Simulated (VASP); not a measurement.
Here is a VASP 6.6.1 calculation.

Contents of POSCAR:

```
Cs
1.0
   -3.0652381500      3.0652381500      3.0652381500
    3.0652381500     -3.0652381500      3.0652381500
    3.0652381500      3.0652381500     -3.0652381500
Cs
1
Direct
    0.0000000000      0.0000000000      0.0000000000
```

File INCAR.step1:

```
  ALGO = Normal
  EDIFF = 1E-4
  ENCUT = 520
  GGA = PE
  ISMEAR = 0
  LASPH = True
  LCHARG = False
  LREAL = False
  LWAVE = True
  NBANDS = 10
  NELM = 100
  PREC = Accurate
  SIGMA = 0.1
```

The input INCAR.step2:

```
  ALGO = Normal
  EDIFF = 1E-6
  ENCUT = 520
  ISIF = 2
  ISMEAR = 0
  ISTART = 1
  LASPH = True
  LCHARG = False
  LMIXTAU = True
  LREAL = False
  LWAVE = False
  METAGGA = R2SCAN
  NBANDS = 10
  NELM = 100
  PREC = Accurate
  SIGMA = 0.1
```

The input KPOINTS:

```
k-points
0
Gamma
  10 10 10
```

Potentials or basis: VASP PAW PBE potentials, release 64 (Cs_sv).

Launch:

```sh
$ cat potpaw_PBE.64/Cs_sv/POTCAR > POTCAR
$ cp INCAR.step1 INCAR
$ mpirun -np 1 vasp_std > vasp.out
$ cp INCAR.step2 INCAR
$ mpirun -np 1 vasp_std > vasp.out
```

Q: Predict the pressure.

A: 0.1 GPa.

Caveat: the cell differs from its parent crystal (functional r2SCAN, strained); the PAW data sets were made with another functional, which shifts forces and pressure a little.
